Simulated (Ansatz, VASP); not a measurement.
**Rh: VASP beside Ansatz**

```
CELL_PARAMETERS angstrom
2.66997 0.00000 0.00000
-1.33498 2.31226 0.00000
0.00000 0.00000 4.29889
ATOMIC_POSITIONS crystal
Rh 0.66667 0.33333 0.75000
Rh 0.33333 0.66667 0.25000
```

Alike in both runs: task single point; functional LDA; k mesh 12 × 12 × 8; occupations gaussian, width 0.15 eV; no spin polarisation.

|  | VASP | Ansatz |
| --- | --- | --- |
| version | VASP 6.6.1 | Ansatz 0.2.0 |
| potentials or method | VASP PAW LDA potentials, release 64 (Rh_pv), cutoff 520 eV | scalar-relativistic, plane waves, PAW |
| valence electrons in the cell | 30 | 34 |

VASP gave:

| Item | Value |
| --- | --- |
| gap on the k mesh at the Fermi level (eV) | none |
| pressure (GPa) | 1.0 |
| traceless stress, the component that is largest in VASP (GPa) | 0.64 |

Estimate Ansatz's values.

gap on the k mesh at the Fermi level (eV): none; pressure (GPa): 0.1; traceless stress, the component that is largest in VASP (GPa): 0.62.

LDA's correlation is that of Perdew and Zunger in VASP and of Perdew and Wang (1992) in Ansatz. A gap of «none» marks a metal or a gap that the smearing closes. VASP's potentials hold 30 valence electrons a cell and Ansatz's 34, so a difference there can come from the potentials and not from the codes.
